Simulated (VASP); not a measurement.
# C (P6_3/mmc) in VASP: phonons with PBE+D3(BJ)

Aim: the phonons of C with PBE+D3(BJ).

All numbers are computed with VASP 6.6.1; they aren't measurements. Logs are shortened: lines on timing, memory, paths and dates and some standing lists are left out, and cuts for length are marked.

### 1 The cell of the first run

Symmetry: P6_3/mmc, No. 194, hexagonal system. The conventional cell has a = 2.465 Å, b = 2.465 Å, c = 6.740 Å, α = 90.00°, β = 90.00°, γ = 120.00°. C (site symmetry -6m2) has 3 C at 1.42 Å within 1.9 Å. Within 1.9 Å of C (site symmetry -6m2) lie 3 C at 1.42 Å.

### 2 Phonons, PBE+D3(BJ)

Contents of INCAR:

```
PREC = Accurate
ENCUT = 520
EDIFF = 1E-8
ISMEAR = -1
SIGMA = 0.15
LREAL = False
LASPH = True
NELM = 80
ALGO = Normal
ISIF = 2
LWAVE = False
LCHARG = False
GGA = PE
IVDW = 12
NBANDS = 16
IBRION = 6
NFREE = 2
POTIM = 0.015
NSW = 1
```

Contents of KPOINTS:

```
Automatic mesh
0
Gamma
  21 21 6
```

Contents of POSCAR:

```
C
1.0
    2.4649823689      0.0000000000      0.0000000000
   -1.2324911844      2.1347373514      0.0000000000
    0.0000000000      0.0000000000      6.7403354999
C
4
Direct
    0.0000000000      0.0000000000      0.2500000000
    0.0000000000      0.0000000000      0.7500000000
    0.3333333333      0.6666666667      0.2500000000
    0.6666666667      0.3333333333      0.7500000000
```

Potentials or basis: VASP PAW PBE potentials, release 64 (C).

The run is started by

```console
$ cat potpaw_PBE.64/C/POTCAR > POTCAR
$ mpirun -np 1 vasp_std > vasp.out
```

OUTCAR:

```text
PREC = Accurate
   ENCUT = 520
   EDIFF = 1E-8
   ISMEAR = -1
   LREAL = False
   LASPH = True
   NELM = 80
   ISIF = 2
   GGA = PE
   IVDW = 12
   IBRION = 6
   NFREE = 2
   POTIM = 0.015
   NSW = 1
 IVDW          = 12

 ion  position               nearest neighbor table
   1  0.000  0.000  0.250-   3 1.42   3 1.42   3 1.42
   2  0.000  0.000  0.750-   4 1.42   4 1.42   4 1.42
   3  0.333  0.667  0.250-   1 1.42   1 1.42   1 1.42
   4  0.667  0.333  0.750-   2 1.42   2 1.42   2 1.42

  LATTYP: Found a hexagonal cell.
 ALAT       =     2.4649823689
 C/A-ratio  =     2.7344355826

  Lattice vectors:

 A1 = (   2.4649823689,   0.0000000000,   0.0000000000)
 A2 = (  -1.2324911844,   2.1347373514,   0.0000000000)
 A3 = (   0.0000000000,   0.0000000000,   6.7403354999)

Analysis of symmetry for initial positions (statically):
=====================================================================
 Subroutine PRICEL returns:
 Original cell was already a primitive cell.

 Routine SETGRP: Setting up the symmetry group for a
 hexagonal supercell.

 Subroutine GETGRP returns: Found 24 space group operations
 (whereof 12 operations were pure point group operations)
 out of a pool of 24 trial point group operations.

The static configuration has the point symmetry D_3d.
 The point group associated with its full space group is D_6h.

Analysis of symmetry for dynamics (positions and initial velocities):
=====================================================================
 Subroutine PRICEL returns:
 Original cell was already a primitive cell.

 Routine SETGRP: Setting up the symmetry group for a
 hexagonal supercell.

 Subroutine GETGRP returns: Found 24 space group operations
 (whereof 12 operations were pure point group operations)
 out of a pool of 24 trial point group operations.

The dynamic configuration has the point symmetry D_3d.
 The point group associated with its full space group is D_6h.

 Subroutine INISYM returns: Found 24 space group operations
 (whereof 12 operations are pure point group operations),
 and found     1 'primitive' translations

----------------------------------------------------------------------------------------

                                     Primitive cell

  volume of cell :      35.4683

  direct lattice vectors                    reciprocal lattice vectors
     2.464982369  0.000000000  0.000000000     0.405682415  0.234220851  0.000000000
    -1.232491184  2.134737351  0.000000000     0.000000000  0.468441703  0.000000000
     0.000000000  0.000000000  6.740335500     0.000000000  0.000000000  0.148360568

  length of vectors
     2.464982369  2.464982369  6.740335500     0.468441703  0.468441703  0.148360568

  position of ions in fractional coordinates (direct lattice)
     0.000000000  0.000000000  0.250000000
     0.000000000  0.000000000  0.750000000
     0.333333333  0.666666667  0.250000000
     0.666666667  0.333333333  0.750000000

  ion indices of the primitive-cell ions
   primitive index   ion index
                 1           1
                 2           2
                 3           3
                 4           4

----------------------------------------------------------------------------------------

 KPOINTS: Automatic mesh

Automatic generation of k-mesh.
 Grid dimensions read from file:
 generate k-points for:   21   21    6

 Generating k-lattice:

  Cartesian coordinates                     Fractional coordinates (reciprocal lattice)
     0.019318210  0.011153374  0.000000000     0.047619048 -0.000000000  0.000000000
     0.000000000  0.022306748  0.000000000     0.000000000  0.047619048  0.000000000
     0.000000000  0.000000000  0.024726761     0.000000000  0.000000000  0.166666667

  Length of vectors
     0.022306748  0.022306748  0.024726761

  Shift w.r.t. Gamma in fractional coordinates (k-lattice)
     0.000000000  0.000000000  0.000000000

 Subroutine IBZKPT returns following result:
 ===========================================

 Found    192 irreducible k-points:

 Following reciprocal coordinates:
            Coordinates               Weight
  0.000000  0.000000  0.000000      1.000000
  0.047619  0.000000  0.000000      6.000000
  0.095238  0.000000  0.000000      6.000000
  0.142857  0.000000  0.000000      6.000000
  0.190476  0.000000  0.000000      6.000000
  0.238095  0.000000  0.000000      6.000000
[... 16 lines left out ...]
  0.142857  0.095238  0.000000     12.000000
  0.190476  0.095238  0.000000     12.000000
 [... further k-points ...]
   k-points           NKPTS =    192   k-points in BZ     NKDIM =    192   number of bands    NBANDS=     16
   number of dos      NEDOS =    301   number of ions     NIONS =      4
   total plane-waves  NPLWV =  16200
   dimension x,y,z NGX =    18 NGY =   18 NGZ =   50
   dimension x,y,z NGXF=    36 NGYF=   36 NGZF=  100
   ions per type =               4
   NGX,Y,Z   is equivalent  to a cutoff of  12.14, 12.14, 12.33 a.u.
   NGXF,Y,Z  is equivalent  to a cutoff of  24.28, 24.28, 24.66 a.u.
 SYSTEM =  unknown system
   PREC   = accura    normal or accurate (medium, high low for compatibility)
   ISTART =      0    job   : 0-new  1-cont  2-samecut
   ICHARG =      2    charge: 1-file 2-atom 10-const
   ISPIN  =      1    spin polarized calculation?
   LNONCOLLINEAR =      F non collinear calculations
   LSORBIT =      F    spin-orbit coupling
   LASPH  =      T    aspherical Exc in radial PAW
   ENCUT  =  520.0 eV  38.22 Ry    6.18 a.u.   4.58  4.58 12.53*2*pi/ulx,y,z
   NELM   =     80;   NELMIN=  2; NELMDL= -5     # of ELM steps
   EDIFF  = 0.1E-07   stopping-criterion for ELM
   LREAL  =      F    real-space projection
   EDIFFG = 0.1E-06   stopping-criterion for IOM
   NSW    =     85    number of steps for IOM
   IBRION =      6    ionic relax: 0-MD 1-quasi-New 2-CG
   NFREE  =      2    steps in history (QN), initial steepest desc. (CG)
   ISIF   =      2    stress and relaxation
   ISYM   =      2    0-nonsym 1-usesym 2-fastsym
   POTIM  = 0.0150    time-step for ionic-motion
   TEBEG  =    0.0;   TEEND  =   0.0 temperature during run
   PSTRESS=    0.0 pullay stress
   NELECT =      16.0000    total number of electrons
   NUPDOWN=      -1.0000    fix difference up-down
   EMIN   =  10.00;   EMAX   =-10.00  energy-range for DOS
   EFERMI =   0.00;   METHOD = LEGACY
   ISMEAR =    -1;   SIGMA  =   0.15  broadening in eV -4-tet -1-fermi 0-gaus
   EFERMI_NEDOS =   21; number of points for ismear=-14 and -15
   IALGO  =     38    algorithm
   IMIX   =      4    mixing-type and parameters
     AMIX     =   0.40;   BMIX     =  1.00
     AMIX_MAG =   1.60;   BMIX_MAG =  1.00
  volume/ion in A,a.u.               =       8.87        59.84
  Fermi-wavevector in a.u.,A,eV,Ry     =   1.255553  2.372650 21.448391  1.576412
  Thomas-Fermi vector in A             =   2.389304
   LORBIT       =      0    0 simple, 1 ext, 2 COOP (PROOUT), +10 PAW based schemes
   GGA     = PE    functional components
   LHFCALC =     F    Hartree Fock is set to
   AEXX    =    0.0000 exact exchange contribution
   IVDW    =    12    specifies the selected vdW correction
   LEPSILON=     F    determine dielectric tensor
   LRPA    =     F    only Hartree local field effects (RPA)
 finite differences with symmetry
 non-spin polarized calculation
  energy-cutoff  :      520.00
  volume of cell :       35.47
 maximum number of plane-waves:       979
   NGX =  9   NGY =  9   NGZ = 25

--------------------------------------- Ionic step        1  -------------------------------------------

 number of electron      15.9999994 magnetization

 Free energy of the ion-electron system (eV)
  ---------------------------------------------------
  ext. energy  EPLUGINS =         0.00000000
  ---------------------------------------------------
  free energy    TOTEN  =       -36.85008874 eV

  energy without entropy =      -36.84524744  energy(sigma->0) =      -36.84766809

------------------------ aborting loop because EDIFF is reached ----------------------------------------

 Edisp (eV)   -0.62200

 E8    (eV) :    -0.1761
[... 327 lines left out ...]
--------------------------------------- Ionic step        9  -------------------------------------------

 number of electron      15.9999994 magnetization

 Free energy of the ion-electron system (eV)
  ---------------------------------------------------
  ext. energy  EPLUGINS =         0.00000000
  ---------------------------------------------------
  free energy    TOTEN  =       -36.84819172 eV

  energy without entropy =      -36.84334861  energy(sigma->0) =      -36.84577016

 E-fermi :   4.6508     XC(G=0): -10.2924

 val. band max:        4.6502338980   @ k =   0.3333   0.3333   0.5000
 cond. band min:       4.9681133874   @ k =   0.3333   0.3333   0.3333
 fundamental gap:      0.3178794893
 Fermi energy:         4.6507661996

 k-point     1 :       0.0000    0.0000    0.0000
  band No.  band energies     occupation
      1     -15.0090      2.00000
      2     -14.7191      2.00000
      3      -3.8560      2.00000
      4      -1.9334      2.00000
      5       1.6212      2.00000
      6       1.6212      2.00000
[... 433 lines left out ...]
      3      -2.5446      2.00000
      4      -2.4676      2.00000
      5      -2.0455      2.00000
      6      -0.8745      2.00000
[... 8 lines left out ...]
     15      16.5345      0.00000
     16      16.7489      0.00000

 [... further k-points ...]

------------------------ aborting loop because EDIFF is reached ----------------------------------------

 Edisp (eV)   -0.62200

 E8    (eV) :    -0.1762
[... 27 lines left out ...]
  FREE ENERGIE OF THE ION-ELECTRON SYSTEM (eV)
  ---------------------------------------------------
  free  energy   TOTEN  =       -37.4701940008 eV

  energy  without entropy=      -37.4653508909  energy(sigma->0) =      -37.46777245

 INTERNAL STRAIN TENSORS FROM DISPLACED ATOMS
 ============================================

 INTERNAL STRAIN TENSOR FOR ION    1 for displacements in x,y,z  (eV/Angst):
          X           Y           Z          XY          YZ          ZX
  --------------------------------------------------------------------------------
  x    -0.00000     0.00000     0.00000   -11.39784     0.00000     0.00000
  y   -11.39784    11.39784     0.00000     0.00000     0.00000     0.00000
  z    -0.00000    -0.00000     0.00000     0.00000     0.00000    -0.00000

 INTERNAL STRAIN TENSOR FOR ION    4 for displacements in x,y,z  (eV/Angst):
          X           Y           Z          XY          YZ          ZX
  --------------------------------------------------------------------------------
  x    -0.00000     0.00000     0.00000   -11.49684     0.00000     0.00000
  y   -11.49684    11.49684     0.00000     0.00000     0.00000     0.00000
  z     0.00000    -0.00000     0.00000     0.00000    -0.00000     0.00000

 Eigenvectors and eigenvalues of the dynamical matrix
 ----------------------------------------------------

   1 f  =   46.910237 THz   294.745709 2PiTHz 1564.757061 cm-1   194.005062 meV
             X         Y         Z           dx          dy          dz
      0.000000  0.000000  1.685084     0.187129    0.463662    0.000000
      0.000000  0.000000  5.055252     0.187129    0.463662    0.000000
     -0.000000  1.423158  1.685084    -0.187129   -0.463662    0.000000
      1.232491  0.711579  5.055252    -0.187129   -0.463662   -0.000000
[... 71 lines left out ...]
  12 f/i=    0.000023 THz     0.000146 2PiTHz    0.000777 cm-1     0.000096 meV
             X         Y         Z           dx          dy          dz
      0.000000  0.000000  1.685084    -0.000051    0.000054    0.500000
      0.000000  0.000000  5.055252    -0.000051    0.000054    0.500000
     -0.000000  1.423158  1.685084    -0.000051    0.000054    0.500000
      1.232491  0.711579  5.055252    -0.000051    0.000054    0.500000

 ELASTIC MODULI CONTR FROM IONIC RELAXATION (kBar)
 Direction    XX          YY          ZZ          XY          YZ          ZX
 --------------------------------------------------------------------------------
 XX        -228.2679    228.2679      0.0000     -0.0000      0.0000     -0.0000
 YY         228.2679   -228.2679     -0.0000     -0.0000     -0.0000      0.0000
 ZZ           0.0000     -0.0000     -0.0000      0.0000      0.0000      0.0000
 XY          -0.0000     -0.0000      0.0000   -228.2679      0.0000     -0.0000
 YZ           0.0000     -0.0000      0.0000      0.0000     -0.0000      0.0000
 ZX          -0.0000      0.0000      0.0000     -0.0000      0.0000     -0.0000
 --------------------------------------------------------------------------------
```

Run time: 16 min. Hardware: 1 thread of Intel Xeon Platinum 8488C (Sapphire Rapids), shared host; peak memory 0.7 GiB.

What came out:

```yaml
Highest_phonon_frequency_at_Γ: 1565 cm⁻¹
Dispersion_energy_per_atom: -0.155 eV
```

Phonon frequencies in cm⁻¹ (negative: imaginary):
| q point | frequencies |
| --- | --- |
| (0.000, 0.000, 0.000) | 0 0 0 35 35 123 865 869 1560 1560 1565 1565 |
